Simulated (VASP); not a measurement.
# Hf (Fm-3m) in VASP: settings compared

The runs below take Hf through single point, with r2SCAN50, HSE06.

Everything below comes from runs of VASP 6.6.1. Logs are shortened: lines on timing, memory, paths and dates and some standing lists are left out, and cuts for length are marked.

## Step 1: The cell of the first run

The structure is cubic, space group Fm-3m (No. 225). The conventional cell has a = 4.440 Å, b = 4.440 Å, c = 4.440 Å, α = 90.00°, β = 90.00°, γ = 90.00°. Within 4.1 Å of Hf (site symmetry m-3m) lie 12 Hf at 3.14 Å.

This isn't the form of Hf at room conditions, which is hcp.

## Step 2: Single point, r2SCAN50

POSCAR

```
Hf
1.0
    0.0000000000      2.2200000000      2.2200000000
    2.2200000000      0.0000000000      2.2200000000
    2.2200000000      2.2200000000      0.0000000000
Hf
1
Direct
    0.0000000000      0.0000000000      0.0000000000
```

INCAR.step1

```
SYSTEM = Hf
ALGO     = Normal         ! electronic algorithm
EDIFF    = 1E-5           ! SCF threshold, eV
ENCUT    = 520            ! plane-wave cutoff, eV
GGA      = PE             ! functional
ISIF     = 2              ! what is computed and relaxed
ISMEAR   = -1             ! smearing method
LASPH    = .TRUE.         ! aspherical terms in the spheres
LREAL    = .FALSE.        ! projectors in reciprocal space
LWAVE    = .TRUE.         ! write WAVECAR
NBANDS   = 11             ! bands
NELM     = 60             ! most SCF steps
PREC     = Accurate       ! precision mode
SIGMA    = 0.05           ! smearing width, eV
```

INCAR.step2

```
SYSTEM = Hf
AEXX     = 0.5            ! exact-exchange fraction
ALGO     = Normal         ! electronic algorithm
EDIFF    = 1E-6           ! SCF threshold, eV
ENCUT    = 520            ! plane-wave cutoff, eV
ISIF     = 2              ! what is computed and relaxed
ISMEAR   = -1             ! smearing method
ISTART   = 1            
LASPH    = .TRUE.         ! aspherical terms in the spheres
LCHARG   = .TRUE.         ! write CHGCAR
LELF     = .TRUE.         ! ELF
LHFCALC  = .TRUE.         ! exact exchange
LMIXTAU  = .TRUE.       
LREAL    = .FALSE.        ! projectors in reciprocal space
LVHAR    = .TRUE.       
LWAVE    = .FALSE.        ! write WAVECAR
METAGGA  = R2SCAN         ! meta-GGA
NBANDS   = 11             ! bands
NELM     = 60             ! most SCF steps
PREC     = Accurate       ! precision mode
PRECFOCK = Normal       
SIGMA    = 0.05           ! smearing width, eV
```

KPOINTS

```
k-points
0
G
  5 5 5
  0 0 0
```

Potentials or basis: VASP PAW PBE potentials, release 64 (Hf_pv).

Command:

```console
cat potpaw_PBE.64/Hf_pv/POTCAR > POTCAR
cp INCAR.step1 INCAR
mpirun -np 1 vasp_std > vasp.out
cp INCAR.step2 INCAR
mpirun -np 1 vasp_std > vasp.out
```

OUTCAR:

```text
SYSTEM = Hf
   AEXX = 0.5
   EDIFF = 1E-6
   ENCUT = 520
   ISIF = 2
   ISMEAR = -1
   ISTART = 1
   LASPH = .TRUE.
   LHFCALC = .TRUE.
   LREAL = .FALSE.
   METAGGA = R2SCAN
   NELM = 60
   PREC = Accurate
   PRECFOCK = Normal

 ion  position               nearest neighbor table
   1  0.000  0.000  0.000-

  LATTYP: Found a face centered cubic cell.
 ALAT       =     4.4400000000

  Lattice vectors:

 A1 = (   0.0000000000,   2.2200000000,   2.2200000000)
 A2 = (   2.2200000000,   0.0000000000,   2.2200000000)
 A3 = (   2.2200000000,   2.2200000000,   0.0000000000)

Analysis of symmetry for initial positions (statically):
=====================================================================
 Subroutine PRICEL returns:
 Original cell was already a primitive cell.

 Routine SETGRP: Setting up the symmetry group for a
 face centered cubic supercell.

 Subroutine GETGRP returns: Found 48 space group operations
 (whereof 48 operations were pure point group operations)
 out of a pool of 48 trial point group operations.

The static configuration has the point symmetry O_h .

Analysis of symmetry for dynamics (positions and initial velocities):
=====================================================================
 Subroutine PRICEL returns:
 Original cell was already a primitive cell.

 Routine SETGRP: Setting up the symmetry group for a
 face centered cubic supercell.

 Subroutine GETGRP returns: Found 48 space group operations
 (whereof 48 operations were pure point group operations)
 out of a pool of 48 trial point group operations.

The dynamic configuration has the point symmetry O_h .

 Subroutine INISYM returns: Found 48 space group operations
 (whereof 48 operations are pure point group operations),
 and found     1 'primitive' translations

----------------------------------------------------------------------------------------

                                     Primitive cell

  volume of cell :      21.8821

  direct lattice vectors                    reciprocal lattice vectors
     0.000000000  2.220000000  2.220000000    -0.225225225  0.225225225  0.225225225
     2.220000000  0.000000000  2.220000000     0.225225225 -0.225225225  0.225225225
     2.220000000  2.220000000  0.000000000     0.225225225  0.225225225 -0.225225225

  length of vectors
     3.139554108  3.139554108  3.139554108     0.390101533  0.390101533  0.390101533

  position of ions in fractional coordinates (direct lattice)
     0.000000000  0.000000000  0.000000000

  ion indices of the primitive-cell ions
   primitive index   ion index
                 1           1

----------------------------------------------------------------------------------------

 KPOINTS: k-points

Automatic generation of k-mesh.
 Grid dimensions read from file:
 generate k-points for:    5    5    5

 Generating k-lattice:

  Cartesian coordinates                     Fractional coordinates (reciprocal lattice)
    -0.045045045  0.045045045  0.045045045     0.200000000  0.000000000  0.000000000
     0.045045045 -0.045045045  0.045045045     0.000000000  0.200000000  0.000000000
     0.045045045  0.045045045 -0.045045045     0.000000000  0.000000000  0.200000000

  Length of vectors
     0.078020307  0.078020307  0.078020307

  Shift w.r.t. Gamma in fractional coordinates (k-lattice)
     0.000000000  0.000000000  0.000000000

 Subroutine IBZKPT returns following result:
 ===========================================

 Found     10 irreducible k-points:

 Following reciprocal coordinates:
            Coordinates               Weight
  0.000000  0.000000  0.000000      1.000000
  0.200000  0.000000  0.000000      8.000000
  0.400000  0.000000  0.000000      8.000000
  0.200000  0.200000  0.000000      6.000000
  0.400000  0.200000  0.000000     24.000000
 -0.400000  0.200000  0.000000     24.000000
 -0.200000  0.200000  0.000000     12.000000
  0.400000  0.400000  0.000000      6.000000
 -0.400000  0.400000  0.000000     12.000000
 -0.400000  0.400000  0.200000     24.000000
[... 36 lines left out ...]
  volume of cell :       21.88
 maximum number of plane-waves:       609
  NGX = 18; NGY = 18; NGZ = 18

 number of electron      10.0000000 magnetization

 Free energy of the ion-electron system (eV)
  ---------------------------------------------------
  ext. energy  EPLUGINS =         0.00000000
  ---------------------------------------------------
  free energy    TOTEN  =       -33.23755691 eV

  energy without entropy =      -33.23472021  energy(sigma->0) =      -33.23613856

 E-fermi :   3.9529     XC(G=0):  -6.7454

 val. band max:        3.8320297720   @ k =  -0.2000   0.2000   0.0000
 cond. band min:       5.0612605533   @ k =   0.4000   0.0000   0.0000
 fundamental gap:      1.2292307814
 Fermi energy:         3.9529107121

 k-point     1 :       0.0000    0.0000    0.0000
  band No.  band energies     occupation
      1     -31.0242      2.00000
      2     -31.0242      2.00000
      3     -31.0242      2.00000
      4      -5.7556      2.00000
      5       8.0565      0.00000
      6       8.0565      0.00000
      7       8.0565      0.00000
      8      11.6680      0.00000
      9      11.6680      0.00000
     10      18.5970      0.00000
     11      20.9279      0.00000

 k-point     2 :       0.2000    0.0000    0.0000
  band No.  band energies     occupation
      1     -31.4209      2.00000
      2     -31.0712      2.00000
      3     -31.0712      2.00000
      4      -4.0900      2.00000
      5       6.2566      0.00000
      6       8.4950      0.00000
      7       8.4950      0.00000
      8      11.2481      0.00000
      9      11.2481      0.00000
     10      19.5136      0.00000
     11      20.9282      0.00000

 k-point     3 :       0.4000    0.0000    0.0000
  band No.  band energies     occupation
      1     -32.0255      2.00000
      2     -31.1423      2.00000
      3     -31.1423      2.00000
      4      -1.2940      2.00000
      5       5.0613      0.00000
      6       7.9738      0.00000
      7       7.9739      0.00000
      8      13.1524      0.00000
      9      13.1524      0.00000
     10      17.2039      0.00000
     11      19.7093      0.00000
[... 71 lines left out ...]
 k-point     9 :      -0.4000    0.4000    0.0000
  band No.  band energies     occupation
      1     -31.9186      2.00000
      2     -31.5607      2.00000
      3     -31.3317      2.00000
      4       0.5989      2.00000
      5       1.5195      2.00000
      6       6.6581      0.00000
      7      11.7109      0.00000
      8      13.6828      0.00000
      9      14.2111      0.00000
     10      16.6149      0.00000
     11      20.3664      0.00000

 k-point    10 :      -0.4000    0.4000    0.2000
  band No.  band energies     occupation
      1     -31.8414      2.00000
      2     -31.5722      2.00000
      3     -31.3272      2.00000
      4       1.1996      2.00000
      5       2.6215      2.00000
      6       3.5930      1.99851
      7      10.0772      0.00000
      8      12.9698      0.00000
      9      15.0894      0.00000
     10      18.0189      0.00000
     11      19.1409      0.00000

------------------------ aborting loop because EDIFF is reached ----------------------------------------

  FORCE on cell =-STRESS in cart. coord.  units (eV):
  Direction    XX          YY          ZZ          XY          YZ          ZX
  --------------------------------------------------------------------------------------
  -------------------------------------------------------------------------------------
  Total        0.1976146      0.1976146      0.1976146      0.0000000     -0.0000000      0.0000000
  in kB       14.4690714     14.4690714     14.4690714      0.0000000     -0.0000000      0.0000000
  external PRESSURE =      14.4690714 kB  Pullay stress =       0.0000000 kB

 VOLUME and BASIS-vectors are now :
 -----------------------------------------------------------------------------
  energy-cutoff  :      520.00
  volume of cell :       21.88
      direct lattice vectors                 reciprocal lattice vectors
     0.000000000  2.220000000  2.220000000    -0.225225225  0.225225225  0.225225225
     2.220000000  0.000000000  2.220000000     0.225225225 -0.225225225  0.225225225
     2.220000000  2.220000000  0.000000000     0.225225225  0.225225225 -0.225225225

 POSITION                                       TOTAL-FORCE (eV/Angst)
 -----------------------------------------------------------------------------------
      0.00000      0.00000      0.00000         0.000000     -0.000000     -0.000000
 -----------------------------------------------------------------------------------
    total drift:                               -0.000000      0.000000      0.000000

  FREE ENERGIE OF THE ION-ELECTRON SYSTEM (eV)
  ---------------------------------------------------
  free  energy   TOTEN  =       -33.2375569090 eV

  energy  without entropy=      -33.2347202066  energy(sigma->0) =      -33.23613856
```

Wall time 2.7 min (1 thread of Intel Xeon 6975P-C (Granite Rapids), shared host); peak memory 0.16 GiB.

Results:

```yaml
Free_energy: -33.2376 eV
Pressure: 1.4 GPa
Band_gap_on_the_k_mesh: zero (bands 5 and 6 overlap by 4.46 eV)
```

Caveat: the k points lie up to 0.49 Å⁻¹ apart, too coarse for converged energies and pressures of a metal; the PAW data sets were made with another functional, which shifts forces and pressure a little; spin-orbit coupling is left out, which moves the levels of the heavy elements.

## Step 3: Single point, HSE06

This run uses another cell than the first one, of 22.32 Å³/atom.

POSCAR

```
Hf
1.0
    0.0000000000      2.2347024152      2.2347024152
    2.2347024152      0.0000000000      2.2347024152
    2.2347024152      2.2347024152      0.0000000000
Hf
1
Direct
    0.0000000000      0.0000000000      0.0000000000
```

INCAR.step1

```
SYSTEM = Hf
PREC = Accurate
ENCUT = 520
EDIFF = 1E-5
ISMEAR = -1
SIGMA = 0.05
LREAL = .FALSE.
LASPH = .TRUE.
NELM = 100
ALGO = Normal
ISIF = 2
LWAVE = .TRUE.
LCHARG = .FALSE.
GGA = PE
NBANDS = 11
```

INCAR.step2

```
SYSTEM = Hf
PREC = Accurate
ENCUT = 520
EDIFF = 1E-6
ISMEAR = -1
SIGMA = 0.05
LREAL = .FALSE.
LASPH = .TRUE.
NELM = 100
ALGO = Normal
ISIF = 2
LWAVE = .FALSE.
LCHARG = .FALSE.
GGA = PE
LHFCALC = .TRUE.
HFSCREEN = 0.2079
PRECFOCK = Normal
ISTART = 1
NBANDS = 11
```

KPOINTS

```
regular mesh
0
G
  6 6 6
  0 0 0
```

Potentials or basis: VASP PAW PBE potentials, release 64 (Hf_pv).

Command:

```console
cat potpaw_PBE.64/Hf_pv/POTCAR > POTCAR
cp INCAR.step1 INCAR
mpirun -np 1 vasp_std > vasp.out
cp INCAR.step2 INCAR
mpirun -np 1 vasp_std > vasp.out
```

Wall time 4.9 min (1 thread of Intel Xeon 6975P-C (Granite Rapids), shared host); peak memory 0.25 GiB.

Results (log left out):

| Quantity | Value |
| --- | --- |
| Free energy | -11.1541 eV |
| Pressure | 0.8 GPa |
| Band gap on the k mesh | zero (bands 5 and 6 overlap by 1.95 eV) |

Levels at points of the mesh, in eV from the Fermi level:
```tsv
k point	band 3	band 4	band 5	band 6	band 7	band 8
(0.00, 0.00, 0.00)	-32.31	-8.30	1.90	1.90	1.90	5.06
(0.50, 0.00, 0.00)	-32.42	-4.16	0.23	1.72	1.72	7.17
(0.50, 0.50, 0.00)	-32.61	-3.68	-2.53	2.67	7.28	7.80
```

Caveat: the k points lie up to 0.41 Å⁻¹ apart, too coarse for converged energies and pressures of a metal; the PAW data sets were made with another functional, which shifts forces and pressure a little; spin-orbit coupling is left out, which moves the levels of the heavy elements.

## Step 4: Single point, HSE06

This run uses another cell than the first one, of 22.76 Å³/atom.

POSCAR

```
Hf
1.0
    0.0000000000      2.2492138765      2.2492138765
    2.2492138765      0.0000000000      2.2492138765
    2.2492138765      2.2492138765      0.0000000000
Hf
1
Direct
    0.0000000000      0.0000000000      0.0000000000
```

INCAR.step1

```
PREC     = Accurate       # precision mode
ENCUT    = 520            # plane-wave cutoff, eV
EDIFF    = 1E-5           # SCF threshold, eV
ISMEAR   = -1             # smearing method
SIGMA    = 0.05           # smearing width, eV
LREAL    = False          # projectors in reciprocal space
LASPH    = True           # aspherical terms in the spheres
NELM     = 60             # most SCF steps
ALGO     = Normal         # electronic algorithm
ISIF     = 2              # what is computed and relaxed
LWAVE    = True           # write WAVECAR
LCHARG   = False          # write CHGCAR
GGA      = PE             # functional
NBANDS   = 11             # bands
```

INCAR.step2

```
PREC     = Accurate       # precision mode
ENCUT    = 520            # plane-wave cutoff, eV
EDIFF    = 1E-7           # SCF threshold, eV
ISMEAR   = -1             # smearing method
SIGMA    = 0.05           # smearing width, eV
LREAL    = False          # projectors in reciprocal space
LASPH    = True           # aspherical terms in the spheres
NELM     = 60             # most SCF steps
ALGO     = Normal         # electronic algorithm
ISIF     = 2              # what is computed and relaxed
LWAVE    = False          # write WAVECAR
LCHARG   = False          # write CHGCAR
GGA      = PE             # functional
LHFCALC  = True           # exact exchange
HFSCREEN = 0.2079         # screening, 1/A
PRECFOCK = Normal       
ISTART   = 1            
NBANDS   = 11             # bands
```

KPOINTS

```
regular mesh
0
Gamma
  6 6 6
```

Command:

```console
cat potpaw_PBE.64/Hf_pv/POTCAR > POTCAR
cp INCAR.step1 INCAR
mpirun -np 1 vasp_std > vasp.out
cp INCAR.step2 INCAR
mpirun -np 1 vasp_std > vasp.out
```

Wall time 6.4 min (1 thread of Intel Xeon 6975P-C (Granite Rapids), shared host); peak memory 0.25 GiB.

It converged, with:

```
Free energy            : -11.1534 eV
Pressure               : -1.3 GPa
Band gap on the k mesh : zero (bands 5 and 6 overlap by 1.94 eV)
```

Levels at points of the mesh, in eV from the Fermi level:
| k point | band 2 | band 3 | band 4 | band 5 | band 6 | band 7 | band 8 | band 9 |
| --- | --- | --- | --- | --- | --- | --- | --- | --- |
| (0.00, 0.00, 0.00) | -32.39 | -32.39 | -8.24 | 1.88 | 1.88 | 1.88 | 4.97 | 4.97 |
| (0.50, 0.00, 0.00) | -32.50 | -32.50 | -4.11 | 0.16 | 1.71 | 1.71 | 7.02 | 7.02 |
| (0.50, 0.50, 0.00) | -32.68 | -32.68 | -3.59 | -2.46 | 2.55 | 7.13 | 7.63 | 7.63 |

Caveat: the k points lie up to 0.40 Å⁻¹ apart, too coarse for converged energies and pressures of a metal; the PAW data sets were made with another functional, which shifts forces and pressure a little; spin-orbit coupling is left out, which moves the levels of the heavy elements.

## Step 5: Single point, HSE06

This run uses another cell than the first one, of 23.20 Å³/atom.

POSCAR

```
Hf
1.0
    0.0000000000      2.2635404658      2.2635404658
    2.2635404658      0.0000000000      2.2635404658
    2.2635404658      2.2635404658      0.0000000000
Hf
1
Direct
    0.0000000000      0.0000000000      0.0000000000
```

INCAR.step1

```
  PREC = Accurate
  ENCUT = 520
  EDIFF = 1E-5
  ISMEAR = -1
  SIGMA = 0.05
  LREAL = False
  LASPH = True
  NELM = 100
  ALGO = Normal
  ISIF = 2
  LWAVE = True
  LCHARG = False
  NBANDS = 11
  GGA = PE
```

INCAR.step2

```
  PREC = Accurate
  ENCUT = 520
  EDIFF = 1E-6
  ISMEAR = -1
  SIGMA = 0.05
  LREAL = False
  LASPH = True
  NELM = 100
  ALGO = Normal
  ISIF = 2
  LWAVE = False
  LCHARG = False
  GGA = PE
  LHFCALC = True
  HFSCREEN = 0.2079
  PRECFOCK = Normal
  NBANDS = 11
  ISTART = 1
```

KPOINTS

```
Automatic mesh
0
Gamma
  6 6 6
```

Command:

```console
cat potpaw_PBE.64/Hf_pv/POTCAR > POTCAR
cp INCAR.step1 INCAR
mpirun -np 1 vasp_std > vasp.out
cp INCAR.step2 INCAR
mpirun -np 1 vasp_std > vasp.out
```

It took 5 min on 1 thread of Intel Xeon 6975P-C (Granite Rapids), shared host; peak memory 0.25 GiB.

It converged, with:

- Free energy: -11.1473 eV
- Pressure: -3.2 GPa
- Band gap on the k mesh: zero (bands 5 and 6 overlap by 1.94 eV)

Levels at points of the mesh, in eV from the Fermi level:
| k point | band 1 | band 2 | band 3 | band 4 | band 5 | band 6 | band 7 | band 8 | band 9 | band 10 |
| --- | --- | --- | --- | --- | --- | --- | --- | --- | --- | --- |
| (0.00, 0.00, 0.00) | -32.47 | -32.47 | -32.47 | -8.18 | 1.86 | 1.86 | 1.86 | 4.88 | 4.88 | 11.84 |
| (0.50, 0.00, 0.00) | -33.28 | -32.57 | -32.57 | -4.06 | 0.08 | 1.71 | 1.71 | 6.87 | 6.87 | 9.81 |
| (0.50, 0.50, 0.00) | -33.22 | -32.74 | -32.74 | -3.51 | -2.40 | 2.43 | 6.98 | 7.47 | 7.47 | 10.31 |

Caveat: the k points lie up to 0.40 Å⁻¹ apart, too coarse for converged energies and pressures of a metal; the PAW data sets were made with another functional, which shifts forces and pressure a little; spin-orbit coupling is left out, which moves the levels of the heavy elements.

## Step 6: Overview

| level | cell | k mesh | share of exact exchange | screening parameter | gap on the mesh (eV) | pressure (GPa) |
| --- | --- | --- | --- | --- | --- | --- |
| r2SCAN50 | a = 3.140 Å, angles 60.0°, 1 atom | 5 × 5 × 5 | 0.5 | - | none | 1.4 |
| HSE06 | a = 3.160 Å, angles 60.0°, 1 atom | 6 × 6 × 6 | 0.25 | 0.2079 1/Å | none | 0.8 |
| HSE06 | a = 3.181 Å, angles 60.0°, 1 atom | 6 × 6 × 6 | 0.25 | 0.2079 1/Å | none | -1.3 |
| HSE06 | a = 3.201 Å, angles 60.0°, 1 atom | 6 × 6 × 6 | 0.25 | 0.2079 1/Å | none | -3.2 |

Alike in all rows: task single point; potentials or basis VASP PAW PBE potentials, release 64 (Hf_pv); no spin polarisation; cutoff (eV) 520; smearing fermi-dirac 0.05 eV.

Caveats: all runs use coarse meshes; the PAW data sets were made with another functional, which shifts forces and pressure a little; spin-orbit coupling is left out, which moves the levels of the heavy elements.

Absolute energies hang on the potentials; compare differences alone.

The gap in the log of VASP goes by the Fermi energy; the results here count the filled bands.